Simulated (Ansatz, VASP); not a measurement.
Two plane-wave programs on Tl

```
CELL_PARAMETERS angstrom
0.00000 2.41949 2.41949
2.41949 0.00000 2.41949
2.41949 2.41949 0.00000
ATOMIC_POSITIONS crystal
Tl 0.00000 0.00000 0.00000
```

Alike in both runs: functional PBEsol; k mesh 16 × 16 × 16; occupations gaussian, width 0.1 eV; no spin polarisation.

Ansatz relaxed the structure, and its values are those at the end. VASP's run is a single point on that final structure, the one shown.

|  | VASP | Ansatz |
| --- | --- | --- |
| version | VASP 6.6.1 | Ansatz 0.2.0 |
| potentials or method | VASP PAW PBE potentials, release 64 (Tl_d), cutoff 520 eV | scalar-relativistic, plane waves, PAW |
| valence electrons in the cell | 13 | 13 |

```csv
,VASP,Ansatz,Ansatz less VASP
gap on the k mesh at the Fermi level (eV),none,none,-
pressure (GPa),-0.1,-0.1,+0.05
```

VASP's potentials were made for PBE, not for PBEsol. A gap of «none» marks a metal or a gap that the smearing closes.

Spin-orbit coupling is off throughout.
